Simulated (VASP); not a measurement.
Write the native input for VASP 6.6.1 that does the following.

```
Task                               : single point
Functional                         : HSE06
Potentials or basis                : VASP PAW PBE potentials, release 64 (Sr_sv, Cl)
Cutoff                             : 520 eV
k mesh                             : 4 × 4 × 4
Occupations                        : gaussian, width 0.01 eV
Spin                               : no spin polarisation
Dipole correction                  : no
Grid for exact exchange (PRECFOCK) : Normal
Further INCAR settings             : ALGO = Normal; EDIFF = 1e-06; NBANDS = 19
Share of exact exchange            : 0.25
Screening parameter                : 0.2079 1/Å
```

SrCl2:

```
Sr Cl
1.0
     0.00000    3.49765    3.49765
     3.49765    0.00000    3.49765
     3.49765    3.49765    0.00000
Sr Cl
1 2
Cartesian
  0.0000 0.0000 0.0000
  1.7488 1.7488 1.7488
  5.2465 5.2465 5.2465
```

One way to write it, as run:

POSCAR

```
SrCl2
1.0
    0.0000000000      3.4976509443      3.4976509443
    3.4976509443      0.0000000000      3.4976509443
    3.4976509443      3.4976509443      0.0000000000
Sr Cl
1 2
Direct
    0.0000000000      0.0000000000      0.0000000000
    0.2500000000      0.2500000000      0.2500000000
    0.7500000000      0.7500000000      0.7500000000
```

INCAR.step1

```
SYSTEM = SrCl2
PREC = Accurate
ENCUT = 520
EDIFF = 1E-5
ISMEAR = 0
SIGMA = 0.01
LREAL = .False.
LASPH = .True.
NELM = 60
ALGO = Normal
ISIF = 2
LWAVE = .True.
GGA = PE
NBANDS = 19
```

INCAR.step2

```
SYSTEM = SrCl2
PREC = Accurate
ENCUT = 520
EDIFF = 1E-6
ISMEAR = 0
SIGMA = 0.01
LREAL = .False.
LASPH = .True.
NELM = 60
ALGO = Normal
ISIF = 2
LWAVE = .False.
LCHARG = .True.
GGA = PE
LHFCALC = .True.
HFSCREEN = 0.2079
PRECFOCK = Normal
LELF = .True.
LVHAR = .True.
ISTART = 1
NBANDS = 19
```

KPOINTS

```
Automatic mesh
0
Gamma
  4 4 4
  0 0 0
```

Potentials or basis: VASP PAW PBE potentials, release 64 (Sr_sv, Cl).

The run is started by

```console
$ cat potpaw_PBE.64/Sr_sv/POTCAR potpaw_PBE.64/Cl/POTCAR > POTCAR
$ cp INCAR.step1 INCAR
$ mpirun -np 1 vasp_std > vasp.out
$ cp INCAR.step2 INCAR
$ mpirun -np 1 vasp_std > vasp.out
```

Results of the run:

The pressure is 0.3 GPa and the band gap on the k mesh is 6.58 eV (least direct gap 6.82 eV).

Caveat: the PAW data sets were made with another functional, which shifts forces and pressure a little.

It took 28 min on 1 thread of Oxide Virtual Turin-like Processor, with other jobs on the host, peak memory 0.31 GiB.
